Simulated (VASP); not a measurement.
# Ga8SiP7H (a cell with a defect) in VASP: single point with PBEsol

Aim: the single point of Ga8SiP7H (a cell with a defect) with PBEsol.

Everything below comes from runs of VASP 6.6.1. Logs are shortened: lines on timing, memory, paths and dates and some standing lists are left out, and cuts for length are marked.

### 1 The cell of the first run

The cell holds a defect, 17 atoms: a = 7.667 Å, b = 6.640 Å, c = 6.316 Å, α = 90.00°, β = 90.00°, γ = 90.00°.

### 2 Single point, PBEsol, collinear spin

INCAR reads:

```
PREC = Accurate
ENCUT = 400
EDIFF = 1E-6
ISMEAR = -1
SIGMA = 0.05
LREAL = False
LASPH = True
NELM = 200
ALGO = Normal
ISIF = 2
LWAVE = False
LCHARG = False
ISPIN = 2
MAGMOM = 0.235 0.235 0.235 0.235 0.235 0.235 0.235 0.235 0.235 0.235 0.235 0.235 0.235 0.235 0.235 0.235 0.235
LORBIT = 11
GGA = PS
NBANDS = 90
GGA_COMPAT = False
```

KPOINTS reads:

```
Automatic mesh
0
Gamma
  2 2 2
  0.5 0.5 0.5
```

POSCAR reads:

```
Ga8SiP7H
1.0
    7.6669220000      0.0000000000      0.0000000000
   -0.0000010000      6.6397500000      0.0000000000
    0.0000000000      0.0000000000      6.3158210000
Ga P Si H
8 7 1 1
Direct
    0.9939430000      0.3310420000      0.0056190000
    0.4992040000      0.3373870000      0.0013230000
    0.2485260000      0.8309080000      0.9998850000
    0.7499580000      0.8303670000      0.0001020000
    0.2187920000      0.1499700000      0.5194000000
    0.0036150000      0.6663290000      0.4985380000
    0.7509830000      0.1627400000      0.4892320000
    0.4966780000      0.6642980000      0.4980160000
    0.9920730000      0.3298560000      0.3782700000
    0.2497040000      0.8389710000      0.3754550000
    0.7513340000      0.8336230000      0.3736410000
    0.2534190000      0.1664710000      0.8725490000
    0.0016870000      0.6692380000      0.8745170000
    0.7498390000      0.1672640000      0.8777660000
    0.4997100000      0.6647270000      0.8771280000
    0.5249910000      0.3509640000      0.3643240000
    0.3695050000      0.2537610000      0.4401280000
```

Potentials or basis: VASP PAW PBE potentials, release 64 (Ga_d, P, Si, H).

Run with:

```console
$ cat potpaw_PBE.64/Ga_d/POTCAR potpaw_PBE.64/P/POTCAR potpaw_PBE.64/Si/POTCAR potpaw_PBE.64/H/POTCAR > POTCAR
$ mpirun -np 1 vasp_std > vasp.out
```

OUTCAR:

```text
PREC = Accurate
   ENCUT = 400
   EDIFF = 1E-6
   ISMEAR = -1
   LREAL = False
   LASPH = True
   NELM = 200
   ISIF = 2
   ISPIN = 2
   LORBIT = 11
   GGA = PS

 ion  position               nearest neighbor table
   1  0.994  0.331  0.006-  14 2.31   9 2.35  13 2.39  12 2.42
   2  0.499  0.337  0.001-  16 2.30  15 2.31  12 2.35  14 2.36
   3  0.249  0.831  1.000-  13 2.32  15 2.35  12 2.37  10 2.37
   4  0.750  0.830  0.000-  15 2.34  13 2.34  11 2.36  14 2.37
   5  0.219  0.150  0.519-  17 1.44  12 2.25  10 2.27   9 2.29  16 2.87
   6  0.004  0.666  0.499-  10 2.34   9 2.36  11 2.37  13 2.37
   7  0.751  0.163  0.489-   9 2.27  16 2.28  11 2.30  14 2.45
   8  0.497  0.664  0.498-  16 2.26  10 2.35  11 2.39  15 2.39
   9  0.992  0.330  0.378-   7 2.27   5 2.29   1 2.35   6 2.36
  10  0.250  0.839  0.375-   5 2.27   6 2.34   8 2.35   3 2.37
  11  0.751  0.834  0.374-   7 2.30   4 2.36   6 2.37   8 2.39
  12  0.253  0.166  0.873-   5 2.25   2 2.35   3 2.37   1 2.42
  13  0.002  0.669  0.875-   3 2.32   4 2.34   6 2.37   1 2.39
  14  0.750  0.167  0.878-   1 2.31   2 2.36   4 2.37   7 2.45
  15  0.500  0.665  0.877-   2 2.31   4 2.34   3 2.35   8 2.39
  16  0.525  0.351  0.364-  17 1.44   8 2.26   7 2.28   2 2.30   5 2.87
  17  0.370  0.254  0.440-   5 1.44  16 1.44

  LATTYP: Found a simple orthorhombic cell.
 ALAT       =     6.3158210000
 B/A-ratio  =     1.0512885023
 C/A-ratio  =     1.2139232572

  Lattice vectors:

 A1 = (   0.0000000000,   0.0000000000,  -6.3158210000)
 A2 = (  -0.0000010000,   6.6397500000,   0.0000000000)
 A3 = (   7.6669220000,   0.0000000000,   0.0000000000)

Analysis of symmetry for initial positions (statically):
=====================================================================
 Subroutine PRICEL returns:
 Original cell was already a primitive cell.

 Routine SETGRP: Setting up the symmetry group for a
 simple orthorhombic supercell.

 Subroutine GETGRP returns: Found  1 space group operations
 (whereof  1 operations were pure point group operations)
 out of a pool of  8 trial point group operations.

The static configuration has the point symmetry C_1 .

Analysis of symmetry for dynamics (positions and initial velocities):
=====================================================================
 Subroutine PRICEL returns:
 Original cell was already a primitive cell.

 Routine SETGRP: Setting up the symmetry group for a
 simple orthorhombic supercell.

 Subroutine GETGRP returns: Found  1 space group operations
 (whereof  1 operations were pure point group operations)
 out of a pool of  8 trial point group operations.

The dynamic configuration has the point symmetry C_1 .

Analysis of structural, dynamic, and magnetic symmetry:
=====================================================================
 Subroutine PRICEL returns:
 Original cell was already a primitive cell.
[... 167 lines left out ...]
 E-fermi :   5.2736     XC(G=0): -10.0706

 val. band max:        4.2705615045   @ k =   0.2500   0.2500   0.2500
 cond. band min:       6.2686253599   @ k =  -0.2500   0.2500  -0.2500
 fundamental gap:      1.9980638553
 Fermi energy:         5.2735609260

 spin component 1

 k-point     1 :       0.2500    0.2500    0.2500
  band No.  band energies     occupation
      1     -10.6812      1.00000
      2     -10.3798      1.00000
      3     -10.3748      1.00000
      4     -10.2820      1.00000
      5     -10.2740      1.00000
      6      -9.9533      1.00000
[... 337 lines left out ...]
     83       8.6853      0.00000
     84       8.8968      0.00000
 Fermi energy:         5.2735609260

 spin component 2

 k-point     1 :       0.2500    0.2500    0.2500
  band No.  band energies     occupation
      1     -10.6812      1.00000
      2     -10.3798      1.00000
      3     -10.3748      1.00000
      4     -10.2820      1.00000
      5     -10.2740      1.00000
      6      -9.9533      1.00000
[... 337 lines left out ...]
     83       8.6853      0.00000
     84       8.8968      0.00000
 [bands above 84 left out]

------------------------ aborting loop because EDIFF is reached ----------------------------------------

  FORCE on cell =-STRESS in cart. coord.  units (eV):
  Direction    XX          YY          ZZ          XY          YZ          ZX
  --------------------------------------------------------------------------------------
  -------------------------------------------------------------------------------------
  Total        8.0447445      8.3155848      6.0853149      2.9669950     -0.4982944     -1.4963425
  in kB       40.0885414     41.4381913     30.3243186     14.7851185     -2.4830986     -7.4565684
  external PRESSURE =      37.2836838 kB  Pullay stress =       0.0000000 kB

 VOLUME and BASIS-vectors are now :
 -----------------------------------------------------------------------------
  energy-cutoff  :      400.00
  volume of cell :      321.52
      direct lattice vectors                 reciprocal lattice vectors
     7.666922000  0.000000000  0.000000000     0.130430439  0.000000020  0.000000000
    -0.000001000  6.639750000  0.000000000     0.000000000  0.150608080  0.000000000
     0.000000000  0.000000000  6.315821000     0.000000000  0.000000000  0.158332543

 POSITION                                       TOTAL-FORCE (eV/Angst)
 -----------------------------------------------------------------------------------
      7.62048      2.19804      0.03549         0.530678      0.073851     -0.284791
      3.82736      2.24017      0.00836         0.095854     -0.341666     -0.716251
      1.90543      5.51702      6.31509         0.256589      0.211063      0.073703
      5.74987      5.51343      0.00064        -0.024796      0.257536      0.018677
      1.67746      0.99576      3.28044        -2.630883     -1.366669      0.749107
      0.02772      4.42426      3.14868        -0.307051      0.011831      0.122089
[... 9 lines left out ...]
      4.02506      2.33031      2.30101         1.071184      0.377021     -0.769787
      2.83297      1.68491      2.77977         1.019348      0.689472     -0.524284
 -----------------------------------------------------------------------------------
    total drift:                                0.001354     -0.000644     -0.002890

  FREE ENERGIE OF THE ION-ELECTRON SYSTEM (eV)
  ---------------------------------------------------
  free  energy   TOTEN  =       -79.9861078006 eV

  energy  without entropy=      -79.9861077974  energy(sigma->0) =      -79.98610780

 total charge

# of ion       s       p       d       tot
------------------------------------------
    1        0.866   0.843  10.010  11.719
    2        0.886   0.932  10.007  11.825
    3        0.867   0.861  10.015  11.743
    4        0.866   0.860  10.014  11.740
    5        0.908   0.993  10.060  11.962
    6        0.866   0.851  10.012  11.729
[... 9 lines left out ...]
   16        0.790   1.004   0.000   1.794
   17        0.684   0.027   0.000   0.711
--------------------------------------------------
tot         15.639  18.837  80.132 114.608

 magnetization (x)

# of ion       s       p       d       tot
------------------------------------------
    1       -0.000  -0.000  -0.000  -0.000
    2       -0.000  -0.000  -0.000  -0.000
    3       -0.000   0.000   0.000   0.000
    4       -0.000  -0.000  -0.000  -0.000
    5       -0.000  -0.000   0.000  -0.000
    6       -0.000  -0.000   0.000  -0.000
[... 9 lines left out ...]
   16       -0.000  -0.000   0.000  -0.000
   17        0.000  -0.000   0.000   0.000
--------------------------------------------------
tot         -0.000  -0.000   0.000  -0.000
```

OSZICAR:

```text
N       E                     dE             d eps       ncg     rms          rms(c)
DAV:   1     0.141304715472E+04    0.14130E+04   -0.51848E+04  1552   0.204E+03
DAV:   2     0.219643814732E+03   -0.11934E+04   -0.11390E+04  1488   0.606E+02
DAV:   3    -0.571815437486E+02   -0.27683E+03   -0.25809E+03  1800   0.195E+02
DAV:   4    -0.808240457608E+02   -0.23643E+02   -0.23253E+02  1680   0.583E+01
DAV:   5    -0.824414753192E+02   -0.16174E+01   -0.16108E+01  2216   0.154E+01    0.135E+01
DAV:   6    -0.803090664303E+02    0.21324E+01   -0.37396E+00  2136   0.182E+01    0.779E+00
DAV:   7    -0.799822992513E+02    0.32677E+00   -0.20986E+00  1760   0.584E+00    0.379E+00
DAV:   8    -0.799827256717E+02   -0.42642E-03   -0.41972E-01  1840   0.500E+00    0.151E+00
DAV:   9    -0.799850834856E+02   -0.23578E-02   -0.82182E-02  1784   0.183E+00    0.520E-01
DAV:  10    -0.799852587935E+02   -0.17531E-03   -0.14217E-02  1824   0.124E+00    0.234E-01
DAV:  11    -0.799857923763E+02   -0.53358E-03   -0.45391E-03  1824   0.398E-01    0.108E-01
DAV:  12    -0.799859671380E+02   -0.17476E-03   -0.82561E-04  1728   0.255E-01    0.538E-02
DAV:  13    -0.799860812362E+02   -0.11410E-03   -0.22841E-04  1664   0.189E-01    0.211E-02
DAV:  14    -0.799861006855E+02   -0.19449E-04   -0.73619E-05  1816   0.891E-02    0.121E-02
DAV:  15    -0.799861063110E+02   -0.56255E-05   -0.29149E-05  1864   0.416E-02    0.721E-03
DAV:  16    -0.799861075223E+02   -0.12113E-05   -0.80587E-06  1680   0.355E-02    0.220E-03
DAV:  17    -0.799861078006E+02   -0.27827E-06   -0.24698E-06  1120   0.162E-02
   1 F= -.79986108E+02 E0= -.79986108E+02  d E =-.312838E-08  mag=    -0.0000
```

stdout:

```text
POSCAR found type information on POSCAR GaP SiH
 POSCAR found :  4 types and      17 ions
 scaLAPACK will be used
 -----------------------------------------------------------------------------
|                                                                             |
|                                                                             |
|     You have a (more or less) 'large supercell' and for larger cells it     |
|     might be more efficient to use real-space projection operators.         |
|     Therefore, try LREAL= Auto in the INCAR file.                           |
|     Mind: For very accurate calculation, you might also keep the            |
|     reciprocal projection scheme (i.e. LREAL=.FALSE.).                      |
|                                                                             |
 -----------------------------------------------------------------------------

 -----------------------------------------------------------------------------
|                                                                             |
|                                                                             |
|     You enforced a specific xc type in the INCAR file but a different       |
|     I HOPE YOU KNOW WHAT YOU ARE DOING!                                     |
|                                                                             |
 -----------------------------------------------------------------------------

 LDA part: xc-table for (Slater+PW92), standard interpolation
 POSCAR, INCAR and KPOINTS ok, starting setup
 FFT: planning ... GRIDC
 FFT: planning ... GRID_SOFT
 FFT: planning ... GRID
 WAVECAR not read
 entering main loop
```

Run time: 2.8 min. Hardware: 1 thread of Intel Xeon 6975P-C (Granite Rapids), shared host; peak memory 0.44 GiB.

What came out:

```yaml
Free_energy: -79.9861 eV
Pressure: 3.7 GPa
Largest_force: 3.058 eV/Å
Band_gap_on_the_k_mesh: 2.00 eV
Net_moment: 0.00 μB per cell
Valence_electrons_inside_the_program's_atomic_spheres: Ga 11.72, 11.82, 11.74, 11.96, 11.73, 11.85, 11.80 (each value once); P 2.56, 2.54, 2.53, 2.52 (each value once); Si 1.79; H 0.71
```

Forces in eV/Å, atoms in the order of the input:
```
Ga   0.531  0.074 -0.285
Ga   0.096 -0.342 -0.716
Ga   0.257  0.211  0.074
Ga  -0.025  0.258  0.019
Ga  -2.631 -1.367  0.749
Ga  -0.307  0.012  0.122
Ga   0.047 -0.524  1.296
Ga   0.175  1.259  0.734
P    0.590  0.616 -0.322
P    0.031 -0.632 -0.308
P    0.035 -0.421  0.073
P   -0.449  0.069  1.060
P   -0.184 -0.420 -0.012
P   -0.194 -0.255 -0.716
P   -0.064  0.396 -0.473
Si   1.071  0.377 -0.770
H    1.019  0.689 -0.524
```

Levels at points of the mesh, in eV from the valence-band top:
Spin up:
```tsv
k point	band 69	band 70	band 71	band 72	band 73	band 74	band 75	band 76
(0.25, 0.25, 0.25)	-0.94	-0.75	-0.41	0.00	2.11	2.61	2.86	3.00
```
Spin down:
```
           k point  band 68  band 69  band 70  band 71  band 72  band 73  band 74  band 75  band 76  band 77
(0.25, 0.25, 0.25)    -1.04    -0.94    -0.75    -0.41     0.00     2.11     2.61     2.86     3.00     3.21
```

Caveat: the PAW data sets were made with another functional, which shifts forces and pressure a little.
